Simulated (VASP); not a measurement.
# KI (Pm-3m) in VASP: settings compared

Aim: see how the results for KI move with the level of theory and the settings. Levels: PBE, PBE+D3(BJ). Tasks: single point.

Everything below comes from runs of VASP 6.6.1. Logs are shortened: lines on timing, memory, paths and dates and some standing lists are left out, and cuts for length are marked.

**1. The cell of the first run**

It takes space group Pm-3m (No. 221, cubic). The conventional cell has a = 4.333 Å, b = 4.333 Å, c = 4.333 Å, α = 90.00°, β = 90.00°, γ = 90.00°. Within 4.9 Å of I (site symmetry m-3m) lie 8 K at 3.75 Å and 6 I at 4.33 Å. Within 4.9 Å of K (site symmetry m-3m) lie 8 I at 3.75 Å and 6 K at 4.33 Å.

**2. Single point, PBE**

File INCAR:

```
SYSTEM = KI
PREC = Accurate
ENCUT = 500
EDIFF = 1E-6
ISMEAR = -1
SIGMA = 0.1
LREAL = .False.
LASPH = .True.
NELM = 120
ALGO = Normal
ISIF = 2
LWAVE = .False.
LCHARG = .False.
GGA = PE
NBANDS = 15
GGA_COMPAT = .False.
```

File KPOINTS:

```
Automatic mesh
0
Gamma
  4 4 4
  0 0 0
```

File POSCAR:

```
KI
1.0
    4.3332590000      0.0000000000      0.0000000000
    0.0000000000      4.3332590000      0.0000000000
    0.0000000000      0.0000000000      4.3332590000
I K
1 1
Direct
    0.0000000000      0.0000000000      0.0000000000
    0.5000000000      0.5000000000      0.5000000000
```

Potentials or basis: VASP PAW PBE potentials, release 64 (I, K_sv).

Command:

```sh
> cat potpaw_PBE.64/I/POTCAR potpaw_PBE.64/K_sv/POTCAR > POTCAR
> mpirun -np 1 vasp_std > vasp.out
```

OUTCAR:

```text
SYSTEM = KI
   PREC = Accurate
   ENCUT = 500
   EDIFF = 1E-6
   ISMEAR = -1
   LREAL = .False.
   LASPH = .True.
   NELM = 120
   ISIF = 2
   GGA = PE

 ion  position               nearest neighbor table
   1  0.000  0.000  0.000-
   2  0.500  0.500  0.500-

  LATTYP: Found a simple cubic cell.
 ALAT       =     4.3332590000

  Lattice vectors:

 A1 = (   4.3332590000,   0.0000000000,   0.0000000000)
 A2 = (   0.0000000000,   4.3332590000,   0.0000000000)
 A3 = (   0.0000000000,   0.0000000000,   4.3332590000)

Analysis of symmetry for initial positions (statically):
=====================================================================
 Subroutine PRICEL returns:
 Original cell was already a primitive cell.

 Routine SETGRP: Setting up the symmetry group for a
 simple cubic supercell.

 Subroutine GETGRP returns: Found 48 space group operations
 (whereof 48 operations were pure point group operations)
 out of a pool of 48 trial point group operations.

The static configuration has the point symmetry O_h .

Analysis of symmetry for dynamics (positions and initial velocities):
=====================================================================
 Subroutine PRICEL returns:
 Original cell was already a primitive cell.

 Routine SETGRP: Setting up the symmetry group for a
 simple cubic supercell.

 Subroutine GETGRP returns: Found 48 space group operations
 (whereof 48 operations were pure point group operations)
 out of a pool of 48 trial point group operations.

The dynamic configuration has the point symmetry O_h .

 Subroutine INISYM returns: Found 48 space group operations
 (whereof 48 operations are pure point group operations),
 and found     1 'primitive' translations

----------------------------------------------------------------------------------------

                                     Primitive cell

  volume of cell :      81.3662

  direct lattice vectors                    reciprocal lattice vectors
     4.333259000  0.000000000  0.000000000     0.230773189  0.000000000  0.000000000
     0.000000000  4.333259000  0.000000000     0.000000000  0.230773189  0.000000000
     0.000000000  0.000000000  4.333259000     0.000000000  0.000000000  0.230773189

  length of vectors
     4.333259000  4.333259000  4.333259000     0.230773189  0.230773189  0.230773189

  position of ions in fractional coordinates (direct lattice)
     0.000000000  0.000000000  0.000000000
     0.500000000  0.500000000  0.500000000

  ion indices of the primitive-cell ions
   primitive index   ion index
                 1           1
                 2           2

----------------------------------------------------------------------------------------

 KPOINTS: Automatic mesh

Automatic generation of k-mesh.
 Grid dimensions read from file:
 generate k-points for:    4    4    4

 Generating k-lattice:

  Cartesian coordinates                     Fractional coordinates (reciprocal lattice)
     0.057693297  0.000000000  0.000000000     0.250000000  0.000000000  0.000000000
     0.000000000  0.057693297  0.000000000     0.000000000  0.250000000  0.000000000
     0.000000000  0.000000000  0.057693297     0.000000000  0.000000000  0.250000000

  Length of vectors
     0.057693297  0.057693297  0.057693297

  Shift w.r.t. Gamma in fractional coordinates (k-lattice)
     0.000000000  0.000000000  0.000000000

 Subroutine IBZKPT returns following result:
 ===========================================

 Found     10 irreducible k-points:

 Following reciprocal coordinates:
            Coordinates               Weight
  0.000000  0.000000  0.000000      1.000000
  0.250000  0.000000  0.000000      6.000000
  0.500000  0.000000  0.000000      3.000000
  0.250000  0.250000  0.000000     12.000000
  0.500000  0.250000  0.000000     12.000000
  0.500000  0.500000  0.000000      3.000000
  0.250000  0.250000  0.250000      8.000000
  0.500000  0.250000  0.250000     12.000000
  0.500000  0.500000  0.250000      6.000000
  0.500000  0.500000  0.500000      1.000000
   k-points           NKPTS =     10   k-points in BZ     NKDIM =     10   number of bands    NBANDS=     15
   number of dos      NEDOS =    301   number of ions     NIONS =      2
   total plane-waves  NPLWV =  32768
   dimension x,y,z NGX =    32 NGY =   32 NGZ =   32
   dimension x,y,z NGXF=    64 NGYF=   64 NGZF=   64
   ions per type =               1   1
   NGX,Y,Z   is equivalent  to a cutoff of  12.28, 12.28, 12.28 a.u.
   NGXF,Y,Z  is equivalent  to a cutoff of  24.55, 24.55, 24.55 a.u.
 SYSTEM =  KI
   PREC   = accura    normal or accurate (medium, high low for compatibility)
   ISTART =      0    job   : 0-new  1-cont  2-samecut
   ICHARG =      2    charge: 1-file 2-atom 10-const
   ISPIN  =      1    spin polarized calculation?
   LNONCOLLINEAR =      F non collinear calculations
   LSORBIT =      F    spin-orbit coupling
   LASPH  =      T    aspherical Exc in radial PAW
   ENCUT  =  500.0 eV  36.75 Ry    6.06 a.u.   7.90  7.90  7.90*2*pi/ulx,y,z
   NELM   =    120;   NELMIN=  2; NELMDL= -5     # of ELM steps
   EDIFF  = 0.1E-05   stopping-criterion for ELM
   LREAL  =      F    real-space projection
   EDIFFG = 0.1E-04   stopping-criterion for IOM
   NSW    =      0    number of steps for IOM
   IBRION =     -1    ionic relax: 0-MD 1-quasi-New 2-CG
   NFREE  =      0    steps in history (QN), initial steepest desc. (CG)
   ISIF   =      2    stress and relaxation
   ISYM   =      2    0-nonsym 1-usesym 2-fastsym
   POTIM  = 0.5000    time-step for ionic-motion
   TEBEG  =    0.0;   TEEND  =   0.0 temperature during run
   PSTRESS=    0.0 pullay stress
   NELECT =      16.0000    total number of electrons
   NUPDOWN=      -1.0000    fix difference up-down
   EMIN   =  10.00;   EMAX   =-10.00  energy-range for DOS
   EFERMI =   0.00;   METHOD = LEGACY
   ISMEAR =    -1;   SIGMA  =   0.10  broadening in eV -4-tet -1-fermi 0-gaus
   EFERMI_NEDOS =   21; number of points for ismear=-14 and -15
   IALGO  =     38    algorithm
   IMIX   =      4    mixing-type and parameters
     AMIX     =   0.40;   BMIX     =  1.00
     AMIX_MAG =   1.60;   BMIX_MAG =  1.00
  volume/ion in A,a.u.               =      40.68       274.54
  Fermi-wavevector in a.u.,A,eV,Ry     =   0.951992  1.799005 12.330819  0.906290
  Thomas-Fermi vector in A             =   2.080514
   LORBIT       =      0    0 simple, 1 ext, 2 COOP (PROOUT), +10 PAW based schemes
   GGA     = PE    functional components
   LHFCALC =     F    Hartree Fock is set to
   AEXX    =    0.0000 exact exchange contribution
   IVDW    =     0    specifies the selected vdW correction
   LEPSILON=     F    determine dielectric tensor
   LRPA    =     F    only Hartree local field effects (RPA)
 non-spin polarized calculation
  energy-cutoff  :      500.00
  volume of cell :       81.37
 maximum number of plane-waves:      2103
 NGX is ok and might be reduce to    32
   NGX = 15   NGY = 15   NGZ = 15

 number of electron      16.0000005 magnetization

 Free energy of the ion-electron system (eV)
  ---------------------------------------------------
  ext. energy  EPLUGINS =         0.00000000
  ---------------------------------------------------
  free energy    TOTEN  =        -5.41768373 eV

  energy without entropy =       -5.41768370  energy(sigma->0) =       -5.41768371

 E-fermi :   2.4325     XC(G=0):  -7.5883

 val. band max:        0.7000520331   @ k =   0.5000   0.5000   0.0000
 cond. band min:       3.9547189417   @ k =   0.0000   0.0000   0.0000
 fundamental gap:      3.2546669086
 Fermi energy:         2.4324802755

 k-point     1 :       0.0000    0.0000    0.0000
  band No.  band energies     occupation
      1     -28.7167      2.00000
      2     -12.1688      2.00000
      3     -12.1688      2.00000
      4     -12.1688      2.00000
      5     -10.3831      2.00000
      6       0.3549      2.00000
      7       0.3549      2.00000
      8       0.3549      2.00000
      9       3.9547      0.00000
     10       5.5170      0.00000
     11       5.5170      0.00000
     12       9.0442      0.00000
     13       9.0442      0.00000
     14       9.0442      0.00000
     15      11.0931      0.00000

 k-point     2 :       0.2500    0.0000    0.0000
  band No.  band energies     occupation
      1     -28.7147      2.00000
      2     -12.2414      2.00000
      3     -12.1637      2.00000
      4     -12.1637      2.00000
      5     -10.2493      2.00000
      6      -0.7310      2.00000
      7       0.3928      2.00000
      8       0.3928      2.00000
      9       4.9896      0.00000
     10       5.9496      0.00000
     11       6.7672      0.00000
     12       8.9147      0.00000
     13       8.9147      0.00000
     14       9.2713      0.00000
     15       9.4454      0.00000

 k-point     3 :       0.5000    0.0000    0.0000
  band No.  band energies     occupation
      1     -28.7127      2.00000
      2     -12.3086      2.00000
      3     -12.1587      2.00000
      4     -12.1587      2.00000
      5     -10.1150      2.00000
      6      -1.4862      2.00000
      7       0.4312      2.00000
      8       0.4312      2.00000
      9       6.1058      0.00000
     10       6.8961      0.00000
     11       7.5986      0.00000
     12       7.7703      0.00000
     13       9.2961      0.00000
     14       9.3433      0.00000
     15       9.3435      0.00000
[... 91 lines left out ...]
 k-point     9 :       0.5000    0.5000    0.2500
  band No.  band energies     occupation
      1     -28.7069      2.00000
      2     -12.2351      2.00000
      3     -12.2351      2.00000
      4     -12.1893      2.00000
      5      -9.9853      2.00000
      6      -0.9049      2.00000
      7      -0.9049      2.00000
      8      -0.1969      2.00000
      9       5.2993      0.00000
     10       6.8040      0.00000
     11       6.8040      0.00000
     12       8.0219      0.00000
     13       9.5981      0.00000
     14       9.5981      0.00000
     15      10.1329      0.00000

 k-point    10 :       0.5000    0.5000    0.5000
  band No.  band energies     occupation
      1     -28.7050      2.00000
      2     -12.2270      2.00000
      3     -12.2270      2.00000
      4     -12.2270      2.00000
      5      -9.9044      2.00000
      6      -0.8722      2.00000
      7      -0.8722      2.00000
      8      -0.8722      2.00000
      9       6.3117      0.00000
     10       6.3117      0.00000
     11       6.3117      0.00000
     12       9.4270      0.00000
     13       9.4270      0.00000
     14       9.4270      0.00000
     15       9.6758      0.00000

------------------------ aborting loop because EDIFF is reached ----------------------------------------

  FORCE on cell =-STRESS in cart. coord.  units (eV):
  Direction    XX          YY          ZZ          XY          YZ          ZX
  --------------------------------------------------------------------------------------
  -------------------------------------------------------------------------------------
  Total        0.0834680      0.0834680      0.0834680     -0.0000000     -0.0000000      0.0000000
  in kB        1.6435648      1.6435648      1.6435648     -0.0000000     -0.0000000      0.0000000
  external PRESSURE =       1.6435648 kB  Pullay stress =       0.0000000 kB

 VOLUME and BASIS-vectors are now :
 -----------------------------------------------------------------------------
  energy-cutoff  :      500.00
  volume of cell :       81.37
      direct lattice vectors                 reciprocal lattice vectors
     4.333259000  0.000000000  0.000000000     0.230773189  0.000000000  0.000000000
     0.000000000  4.333259000  0.000000000     0.000000000  0.230773189  0.000000000
     0.000000000  0.000000000  4.333259000     0.000000000  0.000000000  0.230773189

 POSITION                                       TOTAL-FORCE (eV/Angst)
 -----------------------------------------------------------------------------------
      0.00000      0.00000      0.00000         0.000000      0.000000      0.000000
      2.16663      2.16663      2.16663         0.000000      0.000000      0.000000
 -----------------------------------------------------------------------------------
    total drift:                                0.000000      0.000000     -0.000000

  FREE ENERGIE OF THE ION-ELECTRON SYSTEM (eV)
  ---------------------------------------------------
  free  energy   TOTEN  =        -5.4176837276 eV

  energy  without entropy=       -5.4176837000  energy(sigma->0) =       -5.41768371
```

Wall time 5.6 s (1 thread of Intel Xeon 6975P-C (Granite Rapids), shared host); peak memory 0.17 GiB.

Results:

| Item | Value |
| --- | --- |
| Free energy | -5.4177 eV |
| Pressure | 0.2 GPa |
| Band gap on the k mesh | 3.25 eV, indirect (least direct gap 3.60 eV) |

Caveat: spin-orbit coupling is left out, which moves the levels of the heavy elements. A hybrid or GW would open this gap; PBE tends to underestimate it.

**3. Single point, PBE**

File INCAR:

```
ALGO = Normal
EDIFF = 1E-6
ENCUT = 500
GGA = PE
GGA_COMPAT = F
ISIF = 2
ISMEAR = -1
LASPH = T
LCHARG = F
LREAL = F
LWAVE = F
NBANDS = 15
NELM = 120
PREC = Accurate
SIGMA = 0.1
```

File KPOINTS:

```
Automatic mesh
0
Gamma
  4 4 4
  0.5 0.5 0.5
```

POSCAR is that of step 2.

Potentials or basis: VASP PAW PBE potentials, release 64 (I, K_sv).

Command:

```sh
> cat potpaw_PBE.64/I/POTCAR potpaw_PBE.64/K_sv/POTCAR > POTCAR
> mpirun -np 1 vasp_std > vasp.out
```

Wall time 4 s (1 thread of Intel Xeon 6975P-C (Granite Rapids), shared host); peak memory 0.17 GiB.

The run converged. Its results:

| Property | Result |
| --- | --- |
| Free energy | -5.4334 eV |
| Pressure | 0.0 GPa |
| Band gap on the k mesh | 4.63 eV, indirect (least direct gap 4.86 eV) |

Levels at points of the mesh, in eV from the valence-band top:
```tsv
k point	band 6	band 7	band 8	band 9	band 10	band 11
(0.12, 0.12, 0.12)	-0.44	-0.22	-0.22	4.63	5.83	5.83
```

Caveat: spin-orbit coupling is left out, which moves the levels of the heavy elements. PBE gaps usually lie below the measured ones, often by a third to a half.

(Part 1 of 2 ends here.)
